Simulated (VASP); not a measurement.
Runs of VASP 6.6.1 on Pb. The structure is that of space group Im-3m (No. 229), or close to it. The cells are those of the table. 

```tsv
level	spin	fixed moment (μB)	cell	k mesh	cutoff (eV)	smearing	grid for exact exchange (PRECFOCK)	screening parameter	gap on the mesh (eV)	pressure (GPa)
PBE	off	-	a = 3.429 Å, angles 109.5°, 1 atom	9 × 9 × 9	520	gaussian 0.015 eV	-	-	none	(a)
PBE0	off	-	a = 3.429 Å, angles 109.5°, 1 atom	5 × 5 × 5	520	fermi-dirac 0.05 eV	Normal	-	none	1.3
PBE	off	-	a = 3.429 Å, angles 109.5°, 1 atom	9 × 9 × 9	520	gaussian 0.019 eV	-	-	none	0.7
RPBE	collinear, ferromagnetic start	1.0	a = 3.452 Å, angles 109.5°, 1 atom	9 × 9 × 9	520	tetrahedron	-	-	-	(c)
PBEsol	off	-	a = 3.406 Å, angles 109.5°, 1 atom	9 × 9 × 9	520	fermi-dirac 0.05 eV	-	-	none	(b)
PBE	off	-	a = 3.429 Å, angles 109.5°, 1 atom	9 × 9 × 9	520	gaussian 0.026 eV	-	-	none	0.7
PBEsol	off	-	a = 3.059 Å, angles 109.5°, 1 atom	9 × 9 × 9	520	fermi-dirac 0.05 eV	-	-	none	29.9
PBE	off	-	a = 3.496 Å, angles 109.5°, 1 atom	9 × 9 × 9	500	fermi-dirac 0.05 eV	-	-	none	-1.3
revPBE+D3(BJ)	off	-	a = 3.377 Å, angles 109.5°, 1 atom	9 × 9 × 9	520	fermi-dirac 0.05 eV	-	-	none	0.0
HSE06	off	-	a = 3.470 Å, angles 109.5°, 1 atom	5 × 5 × 5	520	fermi-dirac 0.05 eV	Normal	0.2079 1/Å	none	0.0
HSE06	off	-	a = 3.496 Å, angles 109.5°, 1 atom	6 × 6 × 6	520	fermi-dirac 0.05 eV	Normal	0.2079 1/Å	none	-2.7
PBEsol	off	-	a = 3.452 Å, angles 110.0, 110.0, 108.4°, 1 atom	8 × 8 × 8	520	fermi-dirac 0.05 eV	-	-	none	-2.3
```

Alike in all rows: task single point; potentials or basis VASP PAW PBE potentials, release 64 (Pb_d).

Question: Fill in the values left out.

Answer: (a) 0.6; (b) -1.2; (c) 5.2.

Caveats: some runs use coarse meshes; spin-orbit coupling is left out, which moves the levels of the heavy elements; the PAW data sets were made with another functional, which shifts forces and pressure a little (some runs); the total moment is fixed, so each spin has its own Fermi level (some runs); pairwise dispersion overbinds metals, which lowers pressure and volume (some runs).

A k mesh can miss the band edges, and the runs leave out spin-orbit coupling on Pb.

A gap of «none» marks levels without a gap at the run's occupations.
